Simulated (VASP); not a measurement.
**TiSi2: single point with PBE**

Crystal: TiSi2.

```
Ti Si
1.0
     4.37296    0.00000    0.00000
    -2.18648    3.78710    0.00000
     0.00000    0.00000    2.56644
Ti Si
1 2
Direct
  0.00000 0.00000 0.00000
  0.33333 0.66667 0.50000
  0.66667 0.33333 0.50000
```

The cell was generated, and may not be a known phase.

* Program: VASP 6.6.1
* Task: single point
* Functional: PBE
* Potentials or basis: VASP PAW PBE potentials, release 64 (Ti_sv, Si)
* Cutoff: 520 eV
* k mesh: 12 × 12 × 14
* Occupations: gaussian, width 0.1 eV
* Spin: no spin polarisation

| Item | Value |
| --- | --- |
| Pressure | -0.1 GPa |
| Band gap on the k mesh | zero (bands 10 and 11 overlap by 2.98 eV) |

Levels at points of the mesh, in eV from the Fermi level:
```tsv
k point	band 7	band 8	band 9	band 10	band 11	band 12	band 13	band 14
(0.00, 0.00, 0.00)	-5.27	-5.11	-1.68	-1.01	-1.01	2.80	2.80	3.31
(0.50, 0.00, 0.00)	-5.36	-4.18	-0.82	-0.65	2.41	2.49	2.75	3.54
(0.00, 0.00, 0.50)	-2.33	-2.33	-0.91	-0.91	-0.86	-0.34	-0.34	1.31
(0.50, 0.00, 0.50)	-5.30	-4.58	-3.82	0.90	1.13	1.16	1.67	2.21
```

Run time: 82 s on 1 thread of Intel(R) Xeon(R) Platinum 8375C CPU @ 2.90GHz (Ice Lake) (shared host), peak memory 0.24 GiB.
